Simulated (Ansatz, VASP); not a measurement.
## Nb: VASP beside Ansatz

```xyz
1
Lattice="-1.7055 1.7055 1.6224 1.7055 -1.7055 1.6224 1.7055 1.7055 -1.6224" Properties=species:S:1:pos:R:3 pbc="T T T"
Nb    0.0000    0.0000    0.0000
```

Change from the starting cell: strain +0.025 along x and y, -0.025 along z, atoms carried along.

Alike in both runs: task single point; functional PBE; k mesh 20 × 20 × 20; occupations gaussian, width 0.15 eV; no spin polarisation.

|  | VASP | Ansatz |
| --- | --- | --- |
| version | VASP 6.6.1 | Ansatz 0.2.0 |
| potentials or method | VASP PAW PBE potentials, release 64 (Nb_sv), cutoff 520 eV | scalar-relativistic, plane waves, PAW |
| valence electrons in the cell | 13 | 13 |

|  | VASP | Ansatz | Ansatz less VASP |
| --- | --- | --- | --- |
| gap on the k mesh at the Fermi level (eV) | none | none | - |
| pressure (GPa) | -6.5 | -6.2 | +0.33 |
| traceless stress, the component that is largest in VASP (GPa) | 2.70 | 2.71 | +0.010 |

A gap of «none» marks a metal or a gap that the smearing closes. With one functional, cell and mesh, what is left measures potentials, basis and numerics.
